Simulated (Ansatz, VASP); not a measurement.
One calculation of Co3F, two programs

```xyz
4
Lattice="3.6098 0.0000 0.0000 0.0000 3.6098 0.0000 0.0000 0.0000 3.6098" Properties=species:S:1:pos:R:3 pbc="T T T"
Co    0.0000    1.8049    1.8049
Co    1.8049    0.0000    1.8049
Co    1.8049    1.8049    0.0000
F     0.0000    0.0000    0.0000
```

Alike in both runs: functional PBE; k mesh 14 × 14 × 14; occupations gaussian, width 0.1 eV; collinear spin.

Ansatz relaxed the structure, and its values are those at the end. VASP's run is a single point on that final structure, the one shown.

|  | VASP | Ansatz |
| --- | --- | --- |
| version | VASP 6.6.1 | Ansatz 0.2.0 |
| potentials or method | VASP PAW PBE potentials, release 64 (Co, F), cutoff 520 eV | scalar-relativistic, plane waves, PAW |
| valence electrons in the cell | 34 | 58 |

|  | VASP | Ansatz | Ansatz less VASP |
| --- | --- | --- | --- |
| gap on the k mesh at the Fermi level (eV) | none | none | - |
| pressure (GPa) | -0.5 | 0.0 | +0.54 |
| net moment per atom (μB) | 1.57 | 1.58 | +0.006 |
| size of the moment on the site where the two differ most (μB) | 2.05 | 2.08 | +0.027 |

Site moments also hang on the region over which each program counts them. A gap of «none» marks a metal or a gap that the smearing closes. VASP's potentials hold 34 valence electrons a cell and Ansatz's 58, so a difference there can come from the potentials and not from the codes.
